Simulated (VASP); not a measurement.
# BiRh (P6_3/mmc) in VASP: further runs

Runs on BiRh. Level: LDA. Tasks: electric field gradients.

Program: VASP 6.6.1. These are calculated values, not measurements. Logs are shortened: lines on timing, memory, paths and dates and some standing lists are left out, and cuts for length are marked.

## 1. The cell of the first run

The structure is hexagonal, space group P6_3/mmc (No. 194). The conventional cell has a = 4.067 Å, b = 4.067 Å, c = 5.625 Å, α = 90.00°, β = 90.00°, γ = 120.00°. Within 3.7 Å of Bi (site symmetry -6m2) lie 6 Rh at 2.74 Å and 6 Bi at 3.66 Å. Within 3.6 Å of Rh (site symmetry -3m) lie 6 Bi at 2.74 Å and 2 Rh at 2.81 Å.

## 2. Electric field gradients, LDA (20.14 Å³/atom)

Input file INCAR:

```
SYSTEM = BiRh
  PREC = Accurate
  ENCUT = 520
  EDIFF = 1E-8
  ISMEAR = -1
  SIGMA = 0.03
  LREAL = .FALSE.
  LASPH = .TRUE.
  NELM = 100
  ALGO = Normal
  ISIF = 2
  LWAVE = .FALSE.
  LCHARG = .FALSE.
  LEFG = .TRUE.
  NBANDS = 38
```

Input file KPOINTS:

```
regular mesh
0
G
  12 12 7
  0 0 0
```

Input file POSCAR:

```
BiRh
1.0
    4.0665235209      0.0000000000      0.0000000000
   -2.0332617604      3.5217126742      0.0000000000
    0.0000000000      0.0000000000      5.6249921434
Bi Rh
2 2
Direct
    0.3333333333      0.6666666667      0.2500000000
    0.6666666667      0.3333333333      0.7500000000
    0.0000000000      0.0000000000      0.0000000000
    0.0000000000      0.0000000000      0.5000000000
```

Potentials or basis: VASP PAW LDA potentials, release 64 (Bi_d, Rh_pv).

The run is started by

```bash
cat potpaw_LDA.64/Bi_d/POTCAR potpaw_LDA.64/Rh_pv/POTCAR > POTCAR
mpirun -np 1 vasp_std > vasp.out
```

OUTCAR:

```text
SYSTEM = BiRh
   PREC = Accurate
   ENCUT = 520
   EDIFF = 1E-8
   ISMEAR = -1
   LREAL = .FALSE.
   LASPH = .TRUE.
   NELM = 100
   ISIF = 2

 ion  position               nearest neighbor table
   1  0.333  0.667  0.250-   3 2.74   4 2.74   3 2.74   4 2.74   3 2.74   4 2.74   2 3.66   2 3.66
                             2 3.66   2 3.66   2 3.66   2 3.66
   2  0.667  0.333  0.750-   3 2.74   4 2.74   3 2.74   4 2.74   3 2.74   4 2.74   1 3.66   1 3.66
                             1 3.66   1 3.66   1 3.66   1 3.66
   3  0.000  0.000  0.000-   1 2.74   2 2.74   1 2.74   2 2.74   2 2.74   1 2.74   4 2.81   4 2.81

   4  0.000  0.000  0.500-   1 2.74   2 2.74   1 2.74   2 2.74   2 2.74   1 2.74   3 2.81   3 2.81

  LATTYP: Found a hexagonal cell.
 ALAT       =     4.0665235209
 C/A-ratio  =     1.3832434792

  Lattice vectors:

 A1 = (   4.0665235209,   0.0000000000,   0.0000000000)
 A2 = (  -2.0332617604,   3.5217126742,   0.0000000000)
 A3 = (   0.0000000000,   0.0000000000,   5.6249921434)

Analysis of symmetry for initial positions (statically):
=====================================================================
 Subroutine PRICEL returns:
 Original cell was already a primitive cell.

 Routine SETGRP: Setting up the symmetry group for a
 hexagonal supercell.

 Subroutine GETGRP returns: Found 24 space group operations
 (whereof 12 operations were pure point group operations)
 out of a pool of 24 trial point group operations.

The static configuration has the point symmetry D_3d.
 The point group associated with its full space group is D_6h.

Analysis of symmetry for dynamics (positions and initial velocities):
=====================================================================
 Subroutine PRICEL returns:
 Original cell was already a primitive cell.

 Routine SETGRP: Setting up the symmetry group for a
 hexagonal supercell.

 Subroutine GETGRP returns: Found 24 space group operations
 (whereof 12 operations were pure point group operations)
 out of a pool of 24 trial point group operations.

The dynamic configuration has the point symmetry D_3d.
 The point group associated with its full space group is D_6h.

 Subroutine INISYM returns: Found 24 space group operations
 (whereof 12 operations are pure point group operations),
 and found     1 'primitive' translations

----------------------------------------------------------------------------------------

                                     Primitive cell

  volume of cell :      80.5562

  direct lattice vectors                    reciprocal lattice vectors
     4.066523521  0.000000000  0.000000000     0.245910295  0.141976375  0.000000000
    -2.033261760  3.521712674  0.000000000     0.000000000  0.283952750  0.000000000
     0.000000000  0.000000000  5.624992143     0.000000000  0.000000000  0.177778026

  length of vectors
     4.066523521  4.066523521  5.624992143     0.283952750  0.283952750  0.177778026

  position of ions in fractional coordinates (direct lattice)
     0.333333333  0.666666667  0.250000000
     0.666666667  0.333333333  0.750000000
     0.000000000  0.000000000  0.000000000
     0.000000000  0.000000000  0.500000000

  ion indices of the primitive-cell ions
   primitive index   ion index
                 1           1
                 2           2
                 3           3
                 4           4

----------------------------------------------------------------------------------------

 KPOINTS: regular mesh

Automatic generation of k-mesh.
 Grid dimensions read from file:
 generate k-points for:   12   12    7

[... 22 lines left out ...]
  0.166667  0.000000  0.000000      6.000000
  0.250000  0.000000  0.000000      6.000000
  0.333333  0.000000  0.000000      6.000000
  0.416667  0.000000  0.000000      6.000000
[... 16 lines left out ...]
  0.250000  0.000000  0.142857     12.000000
  0.333333  0.000000  0.142857     12.000000
 [... further k-points ...]
   k-points           NKPTS =     76   k-points in BZ     NKDIM =     76   number of bands    NBANDS=     38
   number of dos      NEDOS =    301   number of ions     NIONS =      4
   total plane-waves  NPLWV =  37800
   dimension x,y,z NGX =    30 NGY =   30 NGZ =   42
   dimension x,y,z NGXF=    60 NGYF=   60 NGZF=   84
   ions per type =               2   2
   NGX,Y,Z   is equivalent  to a cutoff of  12.26, 12.26, 12.41 a.u.
   NGXF,Y,Z  is equivalent  to a cutoff of  24.53, 24.53, 24.83 a.u.
 SYSTEM =  BiRh
   PREC   = accura    normal or accurate (medium, high low for compatibility)
   ISTART =      0    job   : 0-new  1-cont  2-samecut
   ICHARG =      2    charge: 1-file 2-atom 10-const
   ISPIN  =      1    spin polarized calculation?
   LNONCOLLINEAR =      F non collinear calculations
   LSORBIT =      F    spin-orbit coupling
   LASPH  =      T    aspherical Exc in radial PAW
   ENCUT  =  520.0 eV  38.22 Ry    6.18 a.u.   7.56  7.56 10.46*2*pi/ulx,y,z
   NELM   =    100;   NELMIN=  2; NELMDL= -5     # of ELM steps
   EDIFF  = 0.1E-07   stopping-criterion for ELM
   LREAL  =      F    real-space projection
   EDIFFG = 0.1E-06   stopping-criterion for IOM
   NSW    =      0    number of steps for IOM
   IBRION =     -1    ionic relax: 0-MD 1-quasi-New 2-CG
   NFREE  =      0    steps in history (QN), initial steepest desc. (CG)
   ISIF   =      2    stress and relaxation
   ISYM   =      2    0-nonsym 1-usesym 2-fastsym
   POTIM  = 0.5000    time-step for ionic-motion
   TEBEG  =    0.0;   TEEND  =   0.0 temperature during run
   PSTRESS=    0.0 pullay stress
   NELECT =      60.0000    total number of electrons
   NUPDOWN=      -1.0000    fix difference up-down
   EMIN   =  10.00;   EMAX   =-10.00  energy-range for DOS
   EFERMI =   0.00;   METHOD = LEGACY
   ISMEAR =    -1;   SIGMA  =   0.03  broadening in eV -4-tet -1-fermi 0-gaus
   EFERMI_NEDOS =   21; number of points for ismear=-14 and -15
   IALGO  =     38    algorithm
   IMIX   =      4    mixing-type and parameters
     AMIX     =   0.40;   BMIX     =  1.00
     AMIX_MAG =   1.60;   BMIX_MAG =  1.00
  volume/ion in A,a.u.               =      20.14       135.91
  Fermi-wavevector in a.u.,A,eV,Ry     =   1.483971  2.804299 29.962358  2.202171
  Thomas-Fermi vector in A             =   2.597566
   LORBIT       =      0    0 simple, 1 ext, 2 COOP (PROOUT), +10 PAW based schemes
   GGA     = CA    functional components
   LHFCALC =     F    Hartree Fock is set to
   AEXX    =    0.0000 exact exchange contribution
   IVDW    =     0    specifies the selected vdW correction
   LEPSILON=     F    determine dielectric tensor
   LRPA    =     F    only Hartree local field effects (RPA)
 non-spin polarized calculation
  energy-cutoff  :      520.00
  volume of cell :       80.56
 maximum number of plane-waves:      2190
   NGX = 15   NGY = 15   NGZ = 21

 number of electron      59.9999998 magnetization

 Free energy of the ion-electron system (eV)
  ---------------------------------------------------
  ext. energy  EPLUGINS =         0.00000000
  ---------------------------------------------------
  free energy    TOTEN  =       -27.20140574 eV

  energy without entropy =      -27.19242277  energy(sigma->0) =      -27.19691425

 E-fermi :  10.0870     XC(G=0): -12.2495

 val. band max:       10.0813594272   @ k =   0.1667   0.1667   0.2857
 cond. band min:      10.0926070170   @ k =   0.0833   0.0833   0.4286
 fundamental gap:      0.0112475898
 Fermi energy:        10.0869988404

 k-point     1 :       0.0000    0.0000    0.0000
  band No.  band energies     occupation
      1     -35.9398      2.00000
      2     -35.7244      2.00000
      3     -35.7244      2.00000
      4     -35.6970      2.00000
      5     -35.6970      2.00000
      6     -35.6740      2.00000
[... 973 lines left out ...]
     37      17.9977      0.00000
     38      18.2590      0.00000

 [... further k-points ...]
[... 5 lines left out ...]
  --------------------------------------------------------------------------------------
  -------------------------------------------------------------------------------------
  Total        0.4012434      0.4012434     -0.1631324      0.0000000      0.0000000      0.0000000
  in kB        7.9803027      7.9803027     -3.2445291      0.0000000      0.0000000      0.0000000
  external PRESSURE =       4.2386921 kB  Pullay stress =       0.0000000 kB

 VOLUME and BASIS-vectors are now :
 -----------------------------------------------------------------------------
  energy-cutoff  :      520.00
  volume of cell :       80.56
      direct lattice vectors                 reciprocal lattice vectors
     4.066523521  0.000000000  0.000000000     0.245910295  0.141976375  0.000000000
    -2.033261760  3.521712674  0.000000000     0.000000000  0.283952750  0.000000000
     0.000000000  0.000000000  5.624992143     0.000000000  0.000000000  0.177778026

 POSITION                                       TOTAL-FORCE (eV/Angst)
 -----------------------------------------------------------------------------------
     -0.00000      2.34781      1.40625         0.000000     -0.000000      0.000000
      2.03326      1.17390      4.21874        -0.000000      0.000000      0.000000
      0.00000      0.00000      0.00000        -0.000000     -0.000000      0.000000
      0.00000      0.00000      2.81250        -0.000000     -0.000000      0.000000
 -----------------------------------------------------------------------------------
    total drift:                               -0.000000      0.000000     -0.000000

  FREE ENERGIE OF THE ION-ELECTRON SYSTEM (eV)
  ---------------------------------------------------
  free  energy   TOTEN  =       -27.2014057397 eV

  energy  without entropy=      -27.1924227698  energy(sigma->0) =      -27.19691425

 Electric field gradients (V/A^2)
---------------------------------------------------------------------
 ion       V_xx      V_yy      V_zz      V_xy      V_xz      V_yz
---------------------------------------------------------------------
   1     -91.834   -91.834   183.668    -0.000    -0.000     0.000
   2     -91.834   -91.834   183.668    -0.000     0.000     0.000
   3      21.826    21.823   -43.649    -0.002    -0.000     0.000
   4      21.826    21.823   -43.649    -0.002     0.000    -0.000
---------------------------------------------------------------------

 Electric field gradients after diagonalization (V/A^2)
 (convention: |V_zz| > |V_xx| > |V_yy|)
----------------------------------------------------------------------
 ion       V_xx      V_yy      V_zz     asymmetry (V_yy - V_xx)/ V_zz
----------------------------------------------------------------------
   1     -91.834   -91.834   183.668       0.000
   2     -91.834   -91.834   183.668       0.000
   3      21.827    21.822   -43.649       0.000
   4      21.827    21.822   -43.649       0.000
----------------------------------------------------------------------

           NMR quadrupolar parameters

 Cq : quadrupolar parameter    Cq=e*Q*V_zz/h
 eta: asymmetry parameters     (V_yy - V_xx)/ V_zz
 Q  : nuclear electric quadrupole moment in mb (millibarn)
----------------------------------------------------------------------
 ion       Cq(MHz)       eta       Q (mb)
----------------------------------------------------------------------
   1       0.444       0.000       1.000
   2       0.444       0.000       1.000
   3      -0.106       0.000       1.000
   4      -0.106       0.000       1.000
----------------------------------------------------------------------
```

Run time: 2.4 min. Hardware: 1 thread of AMD EPYC 7R13 (Zen 3), shared host; peak memory 0.27 GiB.

Results:

| Item | Value |
| --- | --- |
| Free energy | -27.2014 eV |
| Pressure | 0.4 GPa |
| Band gap on the k mesh | zero (bands 30 and 31 overlap by 2.64 eV) |
| Largest electric field gradient by atom | Bi +183.7; Rh -43.6 V/Å² |

Stress tensor (GPa, compression positive):
```
 0.80  0.00  0.00
 0.00  0.80  0.00
 0.00  0.00 -0.32
```

Electric field gradients, principal values (V/Å²):
```tsv
atom	least	middle	greatest (by size)
1 Bi	-91.834	-91.834	183.668
2 Bi	-91.834	-91.834	183.668
3 Rh	21.822	21.827	-43.649
4 Rh	21.822	21.827	-43.649
```

Caveat: without QUAD_EFG the Cq values of the log hold for a quadrupole moment of 1 mb, not for the nuclei; spin-orbit coupling is left out, which moves the levels of the heavy elements.

## 3. Electric field gradients, LDA (20.14 Å³/atom)

Input file INCAR:

```
SYSTEM = BiRh
ALGO = Normal
EDIFF = 1E-8
ENCUT = 520
GGA = CA
ISIF = 2
ISMEAR = -1
LASPH = .TRUE.
LCHARG = .FALSE.
LEFG = .TRUE.
LREAL = .FALSE.
LWAVE = .FALSE.
NBANDS = 38
NELM = 60
PREC = Accurate
SIGMA = 0.03
```

Input file KPOINTS:

```
k-points
0
G
  12 12 7
  0 0 0
```

POSCAR is that of step 2.

Potentials or basis: VASP PAW LDA potentials, release 64 (Bi_d, Rh_pv).

The run is started by

```bash
cat potpaw_LDA.64/Bi_d/POTCAR potpaw_LDA.64/Rh_pv/POTCAR > POTCAR
mpirun -np 1 vasp_std > vasp.out
```

OUTCAR:

```text
SYSTEM = BiRh
   EDIFF = 1E-8
   ENCUT = 520
   GGA = CA
   ISIF = 2
   ISMEAR = -1
   LASPH = .TRUE.
   LREAL = .FALSE.
   NELM = 60
   PREC = Accurate

 ion  position               nearest neighbor table
   1  0.333  0.667  0.250-   3 2.74   4 2.74   3 2.74   4 2.74   3 2.74   4 2.74   2 3.66   2 3.66
                             2 3.66   2 3.66   2 3.66   2 3.66
   2  0.667  0.333  0.750-   3 2.74   4 2.74   3 2.74   4 2.74   3 2.74   4 2.74   1 3.66   1 3.66
                             1 3.66   1 3.66   1 3.66   1 3.66
   3  0.000  0.000  0.000-   1 2.74   2 2.74   1 2.74   2 2.74   2 2.74   1 2.74   4 2.81   4 2.81

   4  0.000  0.000  0.500-   1 2.74   2 2.74   1 2.74   2 2.74   2 2.74   1 2.74   3 2.81   3 2.81

  LATTYP: Found a hexagonal cell.
 ALAT       =     4.0665235209
[... 1218 lines left out ...]
   1     -91.834   -91.834   183.668    -0.000    -0.000     0.000
   2     -91.834   -91.834   183.668    -0.000     0.000     0.000
   3      21.826    21.823   -43.649    -0.002    -0.000     0.000
   4      21.826    21.823   -43.649    -0.002     0.000    -0.000
---------------------------------------------------------------------

 Electric field gradients after diagonalization (V/A^2)
 (convention: |V_zz| > |V_xx| > |V_yy|)
----------------------------------------------------------------------
 ion       V_xx      V_yy      V_zz     asymmetry (V_yy - V_xx)/ V_zz
----------------------------------------------------------------------
   1     -91.834   -91.834   183.668       0.000
   2     -91.834   -91.834   183.668       0.000
   3      21.827    21.822   -43.649       0.000
   4      21.827    21.822   -43.649       0.000
----------------------------------------------------------------------

           NMR quadrupolar parameters

 Cq : quadrupolar parameter    Cq=e*Q*V_zz/h
 eta: asymmetry parameters     (V_yy - V_xx)/ V_zz
 Q  : nuclear electric quadrupole moment in mb (millibarn)
----------------------------------------------------------------------
 ion       Cq(MHz)       eta       Q (mb)
----------------------------------------------------------------------
   1       0.444       0.000       1.000
   2       0.444       0.000       1.000
   3      -0.106       0.000       1.000
   4      -0.106       0.000       1.000
----------------------------------------------------------------------
```

OSZICAR:

```text
N       E                     dE             d eps       ncg     rms          rms(c)
DAV:   1     0.794866257707E+03    0.79487E+03   -0.33371E+04  5848   0.206E+03
DAV:   2     0.441498593395E+02   -0.75072E+03   -0.73149E+03  5834   0.608E+02
DAV:   3    -0.247627249089E+02   -0.68913E+02   -0.66664E+02  6482   0.188E+02
DAV:   4    -0.275024390319E+02   -0.27397E+01   -0.27275E+01  6588   0.383E+01
DAV:   5    -0.276242515830E+02   -0.12181E+00   -0.12179E+00  8202   0.812E+00    0.949E+00
DAV:   6    -0.273028861976E+02    0.32137E+00   -0.38699E-01  7068   0.557E+00    0.485E+00
DAV:   7    -0.272110518650E+02    0.91834E-01   -0.20730E-01  7072   0.371E+00    0.118E+00
DAV:   8    -0.272030451300E+02    0.80067E-02   -0.42665E-02  6352   0.156E+00    0.303E-01
DAV:   9    -0.272014431455E+02    0.16020E-02   -0.86614E-03  6906   0.914E-01    0.630E-02
DAV:  10    -0.272014073997E+02    0.35746E-04   -0.38462E-04  7176   0.202E-01    0.281E-02
DAV:  11    -0.272014055875E+02    0.18122E-05   -0.33308E-05  7916   0.452E-02    0.485E-03
DAV:  12    -0.272014057349E+02   -0.14737E-06   -0.26872E-06  7316   0.124E-02    0.218E-03
DAV:  13    -0.272014057417E+02   -0.68030E-08   -0.19291E-07  6672   0.308E-03    0.500E-04
DAV:  14    -0.272014057397E+02    0.19536E-08   -0.29399E-08  5248   0.136E-03
   1 F= -.27201406E+02 E0= -.27196914E+02  d E =-.898297E-02
```

Run time: 2.5 min. Hardware: 1 thread of AMD EPYC 7R13 (Zen 3), shared host; peak memory 0.26 GiB.

What came out:

* Free energy: -27.2014 eV
* Pressure: 0.4 GPa
* Band gap on the k mesh: zero (bands 30 and 31 overlap by 2.64 eV)
* Largest electric field gradient by atom: Bi +183.7; Rh -43.6 V/Å²

Electric field gradients, principal values (V/Å²):
```
atom    least   middle  greatest (by size)
1 Bi  -91.834  -91.834             183.668
2 Bi  -91.834  -91.834             183.668
3 Rh   21.822   21.827             -43.649
4 Rh   21.822   21.827             -43.649
```

Caveat: without QUAD_EFG the Cq values of the log hold for a quadrupole moment of 1 mb, not for the nuclei; spin-orbit coupling is left out, which moves the levels of the heavy elements.
